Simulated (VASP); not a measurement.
# HCl in VASP: a series of runs

Runs on HCl. Level: PBE+D3(BJ). Tasks: single point.

All numbers are computed with VASP 6.6.1; they aren't measurements. Logs are shortened: lines on timing, memory, paths and dates and some standing lists are left out, and cuts for length are marked.

**1. The cell of the first run**

The cell holds a disordered packing, 24 atoms: a = 8.490 Å, b = 8.490 Å, c = 8.490 Å, α = 90.00°, β = 90.00°, γ = 90.00°.

**2. Single point, PBE+D3(BJ)**

INCAR

```
PREC     = Accurate       # precision mode
ENCUT    = 1000           # plane-wave cutoff, eV
EDIFF    = 1E-6           # SCF threshold, eV
ISMEAR   = -1             # smearing method
SIGMA    = 0.02           # smearing width, eV
LREAL    = Auto         
LASPH    = T              # aspherical terms in the spheres
NELM     = 120            # most SCF steps
ALGO     = Normal         # electronic algorithm
ISIF     = 2              # what is computed and relaxed
LWAVE    = F              # write WAVECAR
LCHARG   = F              # write CHGCAR
GGA      = PE             # functional
IVDW     = 12             # dispersion correction
NBANDS   = 66             # bands
GGA_COMPAT= F
```

KPOINTS

```
regular mesh
0
Gamma
  1 1 1
```

POSCAR

```
HCl
1.0
    8.4901850000      0.0000000000      0.0000000000
    0.0000000000      8.4901850000      0.0000000000
    0.0000000000      0.0000000000      8.4901850000
Cl H
12 12
Direct
    0.5540279747      1.0094597468      1.0249364413
    0.2725264526      0.5229450242      0.3260941899
    0.1299736107      0.2290409455      0.6599267272
    0.1789006953      0.0333090504      0.2645054260
    0.7256025634      0.6917988242      0.8620306860
    0.2036351387      0.8017139791      0.9664335936
    0.8806875233      0.2345885278      0.9996013043
    0.7351312133      0.5107073639      0.3149519121
    0.7627513417      0.1401971806      0.4709555799
    0.4009571052      0.3686727674      0.9907204613
   -0.0277261332      0.7321513018      0.5627439214
    0.4241250338      0.8538800980      0.5993862325
    0.4115222460      0.9494963891      0.9973280912
    0.1645076050      0.4297550642      0.2915837523
   -0.0051471199      0.2094065088      0.5917538899
    0.1884529018      0.0967352302      0.3999559491
    0.8362597517      0.5901167053      0.8291574330
    0.1205863005      0.7992405348      0.8305001599
    0.9694017268      0.2437873851      0.8737383225
    0.6716814769      0.4464684810      0.1925635307
    0.7492769592      0.2818548712      0.4219224905
    0.4649957569      0.2415377286      0.9432303301
    0.0929661721      0.6825528537      0.4810967017
    0.5232512601      0.7864846290      0.7015630401
```

Potentials or basis: VASP PAW PBE potentials, release 64 (Cl, H_h).

The run is started by

```console
$ cat potpaw_PBE.64/Cl/POTCAR potpaw_PBE.64/H_h/POTCAR > POTCAR
$ mpirun -np 1 vasp_gam > vasp.out
```

OUTCAR:

```text
PREC = Accurate
   ENCUT = 1000
   EDIFF = 1E-6
   ISMEAR = -1
   LREAL = Auto
   LASPH = T
   NELM = 120
   ISIF = 2
   GGA = PE
   IVDW = 12
 IVDW          = 12

 ion  position               nearest neighbor table
   1  0.554  0.009  0.025-  13 1.33
   2  0.273  0.523  0.326-  14 1.25
   3  0.130  0.229  0.660-  15 1.30
   4  0.179  0.033  0.265-  16 1.27
   5  0.726  0.692  0.862-  17 1.31
   6  0.204  0.802  0.966-  18 1.35
[... 16 lines left out ...]
  23  0.093  0.683  0.481-  11 1.31
  24  0.523  0.786  0.702-  12 1.34

  LATTYP: Found a simple cubic cell.
 ALAT       =     8.4901850000

  Lattice vectors:

 A1 = (   8.4901850000,   0.0000000000,   0.0000000000)
 A2 = (   0.0000000000,   8.4901850000,   0.0000000000)
 A3 = (   0.0000000000,   0.0000000000,   8.4901850000)

Analysis of symmetry for initial positions (statically):
=====================================================================
 Subroutine PRICEL returns:
 Original cell was already a primitive cell.

 Routine SETGRP: Setting up the symmetry group for a
 simple cubic supercell.

 Subroutine GETGRP returns: Found  1 space group operations
 (whereof  1 operations were pure point group operations)
 out of a pool of 48 trial point group operations.

The static configuration has the point symmetry C_1 .

Analysis of symmetry for dynamics (positions and initial velocities):
=====================================================================
 Subroutine PRICEL returns:
 Original cell was already a primitive cell.

 Routine SETGRP: Setting up the symmetry group for a
 simple cubic supercell.

 Subroutine GETGRP returns: Found  1 space group operations
 (whereof  1 operations were pure point group operations)
 out of a pool of 48 trial point group operations.

The dynamic configuration has the point symmetry C_1 .

 Subroutine INISYM returns: Found  1 space group operations
 (whereof  1 operations are pure point group operations),
 and found     1 'primitive' translations

----------------------------------------------------------------------------------------

                                     Primitive cell

  volume of cell :     612.0001

  direct lattice vectors                    reciprocal lattice vectors
     8.490185000  0.000000000  0.000000000     0.117783064  0.000000000  0.000000000
     0.000000000  8.490185000  0.000000000     0.000000000  0.117783064  0.000000000
     0.000000000  0.000000000  8.490185000     0.000000000  0.000000000  0.117783064

  length of vectors
     8.490185000  8.490185000  8.490185000     0.117783064  0.117783064  0.117783064

  position of ions in fractional coordinates (direct lattice)
     0.554027975  0.009459747  0.024936441
     0.272526453  0.522945024  0.326094190
     0.129973611  0.229040946  0.659926727
     0.178900695  0.033309050  0.264505426
     0.725602563  0.691798824  0.862030686
     0.203635139  0.801713979  0.966433594
[... 16 lines left out ...]
     0.092966172  0.682552854  0.481096702
     0.523251260  0.786484629  0.701563040

  ion indices of the primitive-cell ions
   primitive index   ion index
                 1           1
                 2           2
                 3           3
                 4           4
                 5           5
                 6           6
[... 16 lines left out ...]
                23          23
                24          24

----------------------------------------------------------------------------------------

 KPOINTS: regular mesh

Automatic generation of k-mesh.
 Grid dimensions read from file:
 generate k-points for:    1    1    1

 Generating k-lattice:

  Cartesian coordinates                     Fractional coordinates (reciprocal lattice)
     0.117783064  0.000000000  0.000000000     1.000000000  0.000000000  0.000000000
     0.000000000  0.117783064  0.000000000     0.000000000  1.000000000  0.000000000
     0.000000000  0.000000000  0.117783064     0.000000000  0.000000000  1.000000000

  Length of vectors
     0.117783064  0.117783064  0.117783064

  Shift w.r.t. Gamma in fractional coordinates (k-lattice)
     0.000000000  0.000000000  0.000000000

 Subroutine IBZKPT returns following result:
 ===========================================

 Found      1 irreducible k-points:

 Following reciprocal coordinates:
            Coordinates               Weight
  0.000000  0.000000  0.000000      1.000000
   k-points           NKPTS =      1   k-points in BZ     NKDIM =      1   number of bands    NBANDS=     66
   number of dos      NEDOS =    301   number of ions     NIONS =     24
   total plane-waves  NPLWV = 729000
   dimension x,y,z NGX =    90 NGY =   90 NGZ =   90
   dimension x,y,z NGXF=   180 NGYF=  180 NGZF=  180
   ions per type =              12  12
   NGX,Y,Z   is equivalent  to a cutoff of  17.62, 17.62, 17.62 a.u.
   NGXF,Y,Z  is equivalent  to a cutoff of  35.25, 35.25, 35.25 a.u.
 SYSTEM =  unknown system
   PREC   = accura    normal or accurate (medium, high low for compatibility)
   ISTART =      0    job   : 0-new  1-cont  2-samecut
   ICHARG =      2    charge: 1-file 2-atom 10-const
   ISPIN  =      1    spin polarized calculation?
   LNONCOLLINEAR =      F non collinear calculations
   LSORBIT =      F    spin-orbit coupling
   LASPH  =      T    aspherical Exc in radial PAW
   ENCUT  = 1000.0 eV  73.50 Ry    8.57 a.u.  21.89 21.89 21.89*2*pi/ulx,y,z
   NELM   =    120;   NELMIN=  2; NELMDL= -5     # of ELM steps
   EDIFF  = 0.1E-05   stopping-criterion for ELM
   LREAL  =      T    real-space projection
   EDIFFG = 0.1E-04   stopping-criterion for IOM
   NSW    =      0    number of steps for IOM
   IBRION =     -1    ionic relax: 0-MD 1-quasi-New 2-CG
   NFREE  =      0    steps in history (QN), initial steepest desc. (CG)
   ISIF   =      2    stress and relaxation
   ISYM   =      2    0-nonsym 1-usesym 2-fastsym
   POTIM  = 0.5000    time-step for ionic-motion
   TEBEG  =    0.0;   TEEND  =   0.0 temperature during run
   PSTRESS=    0.0 pullay stress
   NELECT =      96.0000    total number of electrons
   NUPDOWN=      -1.0000    fix difference up-down
   EMIN   =  10.00;   EMAX   =-10.00  energy-range for DOS
   EFERMI =   0.00;   METHOD = LEGACY
   ISMEAR =    -1;   SIGMA  =   0.02  broadening in eV -4-tet -1-fermi 0-gaus
   EFERMI_NEDOS =   21; number of points for ismear=-14 and -15
   IALGO  =     38    algorithm
   IMIX   =      4    mixing-type and parameters
     AMIX     =   0.40;   BMIX     =  1.00
     AMIX_MAG =   1.60;   BMIX_MAG =  1.00
  volume/ion in A,a.u.               =      25.50       172.08
  Fermi-wavevector in a.u.,A,eV,Ry     =   0.882907  1.668452 10.606068  0.779524
  Thomas-Fermi vector in A             =   2.003601
   LORBIT       =      0    0 simple, 1 ext, 2 COOP (PROOUT), +10 PAW based schemes
   GGA     = PE    functional components
   LHFCALC =     F    Hartree Fock is set to
   AEXX    =    0.0000 exact exchange contribution
   IVDW    =    12    specifies the selected vdW correction
   LEPSILON=     F    determine dielectric tensor
   LRPA    =     F    only Hartree local field effects (RPA)
 non-spin polarized calculation
  energy-cutoff  :     1000.00
  volume of cell :      612.00
 maximum number of plane-waves:     21910
 NGX is ok and might be reduce to    90
   NGX = 43   NGY = 43   NGZ = 43

 number of electron      95.9999999 magnetization

 Free energy of the ion-electron system (eV)
  ---------------------------------------------------
  ext. energy  EPLUGINS =         0.00000000
  ---------------------------------------------------
  free energy    TOTEN  =       -73.82458099 eV

  energy without entropy =      -73.82458099  energy(sigma->0) =      -73.82458099

 E-fermi :  -3.0094     XC(G=0):  -6.0865

 val. band max:       -3.5518931465   @ k =   0.0000   0.0000   0.0000
 cond. band min:       1.6986925403   @ k =   0.0000   0.0000   0.0000
 fundamental gap:      5.2505856868
 Fermi energy:        -3.0094238726

 k-point     1 :       0.0000    0.0000    0.0000
  band No.  band energies     occupation
      1     -17.9290      2.00000
      2     -17.7812      2.00000
      3     -17.7229      2.00000
      4     -17.6056      2.00000
      5     -17.4539      2.00000
      6     -17.3770      2.00000
[... 52 lines left out ...]
     59       4.0912      0.00000
     60       4.3073      0.00000
 [bands above 60 left out]

------------------------ aborting loop because EDIFF is reached ----------------------------------------

 Edisp (eV)   -1.47189

 E8    (eV) :    -0.4367

  FORCE on cell =-STRESS in cart. coord.  units (eV):
  Direction    XX          YY          ZZ          XY          YZ          ZX
  --------------------------------------------------------------------------------------
  -------------------------------------------------------------------------------------
  Total      -0.66818     3.11310    -0.48519     0.41128     0.72625    -1.89895
  in kB      -1.74924     8.14991    -1.27019     1.07670     1.90127    -4.97134
  external pressure =        1.71 kB  Pullay stress =        0.00 kB

 VOLUME and BASIS-vectors are now :
 -----------------------------------------------------------------------------
  energy-cutoff  :     1000.00
  volume of cell :      612.00
      direct lattice vectors                 reciprocal lattice vectors
     8.490185000  0.000000000  0.000000000     0.117783064  0.000000000  0.000000000
     0.000000000  8.490185000  0.000000000     0.000000000  0.117783064  0.000000000
     0.000000000  0.000000000  8.490185000     0.000000000  0.000000000  0.117783064

 POSITION                                       TOTAL-FORCE (eV/Angst)
 -----------------------------------------------------------------------------------
      4.70380      0.08032      0.21171        -0.574128     -0.483641     -0.177810
      2.31380      4.43990      2.76860         0.852889      1.005518      0.565881
      1.10350      1.94460      5.60290         0.244179      0.106828      0.145872
      1.51890      0.28280      2.24570        -0.101087     -0.149128     -0.357283
      6.16050      5.87350      7.31880         0.414173     -0.328393      0.199480
      1.72890      6.80670      8.20520        -0.963315     -0.266997     -1.150050
[... 16 lines left out ...]
      0.78930      5.79500      4.08460        -0.070125      0.032537      0.044249
      4.44250      6.67740      5.95640        -0.651030      0.418486     -0.770824
 -----------------------------------------------------------------------------------
    total drift:                               -0.006642     -0.000166     -0.007002

  FREE ENERGIE OF THE ION-ELECTRON SYSTEM (eV)
  ---------------------------------------------------
  free  energy   TOTEN  =       -75.2964675798 eV

  energy  without entropy=      -75.2964675798  energy(sigma->0) =      -75.29646758
```

Wall time 92 s (1 thread of AMD EPYC 9R45 (Zen 5), shared host); peak memory 1.1 GiB.

Results:

```
Free energy                : -75.2965 eV
Pressure                   : 0.2 GPa
Largest force              : 1.524 eV/Å
Dispersion energy per atom : -0.061 eV
```

Forces on the atoms (eV/Å):
```
Cl  -0.574 -0.484 -0.178
Cl   0.853  1.006  0.566
Cl   0.244  0.107  0.146
Cl  -0.101 -0.149 -0.357
Cl   0.414 -0.328  0.199
Cl  -0.963 -0.267 -1.150
Cl   0.198  0.114 -0.235
Cl  -0.016  0.135 -0.070
Cl   0.193 -0.857  0.411
Cl  -0.315  0.866  0.029
Cl   0.286 -0.023 -0.043
Cl   0.671 -0.456  0.615
H    0.677  0.282  0.103
H   -0.959 -0.889 -0.410
H   -0.398 -0.166 -0.225
H    0.103  0.214  0.540
H   -0.461  0.253 -0.001
H    0.822  0.091  1.027
H   -0.076 -0.058  0.271
H   -0.103  0.009 -0.087
H   -0.111  0.797 -0.302
H    0.336 -0.648 -0.124
H   -0.070  0.033  0.044
H   -0.651  0.418 -0.771
```

Caveat: the k points lie up to 0.74 Å⁻¹ apart.

**3. Single point, PBE+D3(BJ)**

INCAR

```
SYSTEM = HCl
ALGO = Normal
EDIFF = 1E-6
ENCUT = 1000
GGA = PE
GGA_COMPAT = .False.
ISIF = 2
ISMEAR = -1
IVDW = 12
LASPH = .True.
LCHARG = .False.
LREAL = Auto
LWAVE = .False.
NBANDS = 66
NELM = 120
PREC = Accurate
SIGMA = 0.02
```

KPOINTS

```
k-points
0
Gamma
  1 1 1
  0 0 0
```

POSCAR

```
HCl
1.0
    8.4901850000      0.0000000000      0.0000000000
    0.0000000000      8.4901850000      0.0000000000
    0.0000000000      0.0000000000      8.4901850000
Cl H
12 12
Direct
    0.5355006987      0.9961267040      1.0105315726
    0.2784744973      0.5295408757      0.3469889054
    0.1397967182      0.2186878142      0.6575003960
    0.1713390226      0.0652282606      0.2705359188
    0.7201256510      0.6940955939      0.8537740933
    0.2106078961      0.7855659211      0.9706148924
    0.8684380847      0.2347534241      1.0132405831
    0.7386058137      0.4949008767      0.2752236848
    0.7400545453      0.1470403766      0.4892708463
    0.4176823002      0.3952210700      0.9710035765
   -0.0138984015      0.7138595920      0.5434863905
    0.4380352136      0.8817593492      0.5843453352
    0.4222640614      0.8940559010      0.9910149190
    0.2601003394      0.4257739967      0.2353187828
   -0.0101529001      0.2037882567      0.6174541544
    0.1637891283      0.1400793976      0.4049263944
    0.7756839221      0.5672432344      0.7862961761
    0.2449298808      0.8481911760      0.8380853892
    0.9681650046      0.2559661539      0.9041734662
    0.6168416825      0.5046533144      0.1887238028
    0.7386882618      0.2859066086      0.4287656865
    0.4891883981      0.2615019578      0.9945719675
    0.1071001397      0.6973699631      0.4507440062
    0.5339812972      0.8228324824      0.6932122209
```

Potentials or basis: VASP PAW PBE potentials, release 64 (Cl, H_h).

The run is started by

```console
$ cat potpaw_PBE.64/Cl/POTCAR potpaw_PBE.64/H_h/POTCAR > POTCAR
$ mpirun -np 1 vasp_gam > vasp.out
```

Wall time 3.6 min (1 thread of Intel Xeon Platinum 8175M at 2.50GHz (Skylake/Cascade Lake), shared host); peak memory 1.2 GiB.

It converged, with:

- Free energy: -75.2807 eV
- Pressure: 0.3 GPa
- Largest force: 0.826 eV/Å
- Dispersion energy per atom: -0.061 eV

Forces on the atoms (eV/Å):
```
Cl   0.576  0.154  0.051
Cl   0.313 -0.332 -0.247
Cl  -0.642  0.038  0.017
Cl   0.038  0.169  0.206
Cl   0.259 -0.429 -0.169
Cl  -0.265 -0.335  0.295
Cl  -0.374 -0.094  0.338
Cl   0.524  0.339  0.472
Cl   0.217 -0.382  0.375
Cl   0.071  0.030  0.018
Cl   0.091  0.174  0.013
Cl   0.304 -0.385  0.664
H   -0.188  0.071  0.249
H   -0.018  0.221  0.150
H    0.398 -0.056  0.015
H    0.058 -0.199 -0.202
H   -0.254  0.438  0.204
H   -0.073  0.111 -0.644
H    0.524  0.013 -0.519
H   -0.586 -0.079 -0.390
H   -0.090  0.391 -0.301
H   -0.190 -0.058 -0.068
H   -0.318 -0.025  0.109
H   -0.378  0.227 -0.637
```

Stress tensor (GPa, compression positive):
```
 0.34  0.11 -0.29
 0.11  0.17 -0.01
-0.29 -0.01  0.30
```

Levels at points of the mesh, in eV from the Fermi level:
```
           k point  band 45  band 46  band 47  band 48  band 49  band 50  band 51  band 52
(0.00, 0.00, 0.00)    -0.72    -0.63    -0.56    -0.51     4.83     5.93     6.03     6.08
```

Caveat: the k points lie up to 0.74 Å⁻¹ apart.

**4. Single point, PBE+D3(BJ)**

INCAR

```
PREC = Accurate ; ENCUT = 1000
EDIFF = 1E-6 ; ISMEAR = -1
SIGMA = 0.02 ; LREAL = Auto
LASPH = True ; NELM = 120
ALGO = Normal ; ISIF = 2
LWAVE = False ; LCHARG = True
GGA = PE ; IVDW = 12
LELF = True ; LVHAR = True
NBANDS = 66 ; GGA_COMPAT = False
```

KPOINTS

```
regular mesh
0
Gamma
  1 1 1
```

POSCAR

```
HCl
1.0
    8.4901850000      0.0000000000      0.0000000000
    0.0000000000      8.4901850000      0.0000000000
    0.0000000000      0.0000000000      8.4901850000
Cl H
12 12
Direct
    0.5445124928      1.0049082216      1.0005029681
    0.3144371742      0.5281453150      0.3467791693
    0.1259183559      0.2398354120      0.6539689519
    0.1970192787      0.0940620176      0.2638295674
    0.7236340070      0.6907991107      0.8416639109
    0.1821510540      0.7866508364      0.9654923694
    0.8851687357      0.2346617082      0.9967201740
    0.7337420466      0.5038687763      0.2616307061
    0.7567464014      0.1593033305      0.4958046908
    0.4226723244      0.3890492485      0.9605686489
   -0.0009220717      0.7124008384      0.5408374460
    0.4144100966      0.8576535392      0.5898380182
    0.4098791416      0.9295813664      0.9860726483
    0.2858705709      0.4549022591      0.2148038279
   -0.0100572909      0.2158640555      0.5818431113
    0.2293811184      0.1373757497      0.4073956032
    0.7760531950      0.5593700632      0.7848521092
    0.1788219416      0.7632326826      0.8139163641
    0.9796622800      0.1921243878      0.8822674941
    0.6313855533      0.4663426476      0.1532355119
    0.7446399769      0.2776945210      0.3948489262
    0.4569435894      0.2378077850      0.9757040963
    0.1055257191      0.6497178477      0.4485513492
    0.5478265091      0.8034626801      0.6457053372
```

The run is started by

```console
$ cat potpaw_PBE.64/Cl/POTCAR potpaw_PBE.64/H_h/POTCAR > POTCAR
$ mpirun -np 1 vasp_gam > vasp.out
```

Wall time 1.9 min (1 thread of AMD EPYC 9R45 (Zen 5), shared host); peak memory 1.1 GiB.

Results (log left out):

```
Free energy                : -75.7935 eV
Pressure                   : -0.3 GPa
Largest force              : 0.404 eV/Å
Dispersion energy per atom : -0.061 eV
```

Forces on the atoms (eV/Å):
```
Cl  -0.201 -0.129 -0.016
Cl  -0.030 -0.081 -0.191
Cl  -0.105 -0.036 -0.036
Cl   0.057  0.062  0.218
Cl   0.066 -0.154 -0.060
Cl   0.000 -0.033 -0.199
Cl   0.231 -0.110 -0.302
Cl  -0.101 -0.033 -0.103
Cl  -0.032  0.277 -0.257
Cl   0.035 -0.094  0.019
Cl   0.082 -0.050 -0.067
Cl   0.363 -0.145  0.105
H    0.162  0.095  0.024
H    0.017  0.084  0.195
H    0.103 -0.005  0.066
H   -0.062 -0.078 -0.226
H   -0.060  0.132  0.058
H    0.022  0.061  0.171
H   -0.205  0.152  0.242
H    0.087  0.034  0.109
H    0.038 -0.213  0.242
H   -0.004  0.112  0.001
H   -0.087  0.042  0.081
H   -0.374  0.109 -0.074
```

Stress tensor (GPa, compression positive):
```
-0.22 -0.02 -0.26
-0.02 -0.33  0.05
-0.26  0.05 -0.37
```

Levels at points of the mesh, in eV from the Fermi level:
```
           k point  band 45  band 46  band 47  band 48  band 49  band 50  band 51  band 52
(0.00, 0.00, 0.00)    -0.74    -0.68    -0.64    -0.50     4.97     6.21     6.32     6.41
```

Caveat: the k points lie up to 0.74 Å⁻¹ apart.

(Part 1 of 2 ends here.)
